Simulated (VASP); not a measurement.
**BaTiO3: single point with PBE**

Crystal: BaTiO3.

```xyz
5
Lattice="3.9833 0.0000 0.0000 0.0000 2.8626 2.8753 0.0000 -2.8626 2.8753" Properties=species:S:1:pos:R:3 pbc="T T T"
Ba    0.0000    0.0000    0.0196
Ti    1.9917    0.0000    2.8950
O     1.9917    1.4313    4.3326
O     1.9917   -1.4313    4.3326
O     0.0000    0.0000    2.8950
```

```json
{
 "Program": "VASP 6.6.1",
 "Task": "single point",
 "Functional": "PBE",
 "Potentials or basis": "VASP PAW PBE potentials, release 64 (Ba_sv, Ti_sv, O)",
 "Cutoff": "600 eV",
 "k mesh": "4 × 4 × 4",
 "Occupations": "gaussian, width 0.1 eV",
 "Spin": "no spin polarisation"
}
```

```
Pressure               : 0.0 GPa
Band gap on the k mesh : 1.64 eV (least direct gap 1.81 eV)
```

Stress tensor (GPa, compression positive):
```
 2.25  0.00  0.00
 0.00 -0.57  0.00
 0.00  0.00 -1.63
```

Levels at points of the mesh, in eV from the valence-band top:
```
           k point  band 17  band 18  band 19  band 20  band 21  band 22  band 23  band 24
(0.00, 0.00, 0.00)    -1.03    -0.20    -0.18    -0.17     1.64     1.67     1.68     3.65
(0.50, 0.00, 0.00)    -1.91    -1.88    -0.76    -0.72     1.80     3.44     3.44     3.65
(0.00, 0.50, 0.00)    -1.76    -1.75    -0.74    -0.72     1.82     3.28     3.29     3.75
(0.50, 0.50, 0.00)    -1.74    -0.86    -0.85    -0.09     3.29     3.45     3.79     4.48
(0.00, 0.50, 0.50)    -1.75    -1.01    -1.00    -0.14     3.29     3.30     3.68     4.65
(0.50, 0.50, 0.50)    -2.32    -0.04    -0.01     0.00     3.93     4.01     4.02     6.54
```

Run time: 55 s on 1 thread of Oxide Virtual Turin-like Processor, on a shared host, peak memory 0.17 GiB.

Caveat: spin-orbit coupling is left out, which moves the levels of the heavy elements. A k mesh can miss the band edges.
